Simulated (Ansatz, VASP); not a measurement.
**Two plane-wave programs on Cd3TeSe2**

```
Cd Te Se
1.0
     4.25202    0.00000    0.00000
    -2.12601    3.68235    0.00000
     0.00000    0.00000   10.41527
Cd Te Se
3 1 2
Cartesian
  0.0000 0.0000 0.0000
  2.1260 1.2275 3.4718
  0.0000 2.4549 6.9435
  0.0000 0.0000 7.8115
  2.1260 1.2275 0.8679
  0.0000 2.4549 4.3397
```

Alike in both runs: task relaxation of cell and atoms; functional PBE; k mesh 6 × 6 × 2; occupations gaussian, width 0.1 eV; no spin polarisation.

```csv
,VASP,Ansatz
version,VASP 6.6.1,Ansatz 0.2.0
potentials or method,"VASP PAW PBE potentials, release 64 (Cd, Te, Se), cutoff 600 eV","scalar-relativistic, plane waves, PAW"
valence electrons in the cell,54,108
```

Ansatz gave:

```
gap on the k mesh at the Fermi level, each at its own relaxed structure (eV)  : 0.10
relaxed volume (Å³/atom)                                                      : 31.72
relaxed length of the cell vector where the two differ most in proportion (Å) : 4.475
```

Q: Which values does VASP return?

A: gap on the k mesh at the Fermi level, each at its own relaxed structure (eV): 0.09; relaxed volume (Å³/atom): 31.94; relaxed length of the cell vector where the two differ most in proportion (Å): 4.487.

VASP's potentials hold 54 valence electrons a cell and Ansatz's 108, so a difference there can come from the potentials and not from the codes.

Spin-orbit coupling is off throughout. Noted on VASP's run: the volume moved by over 15 % at a fixed basis, so the end points are rough.
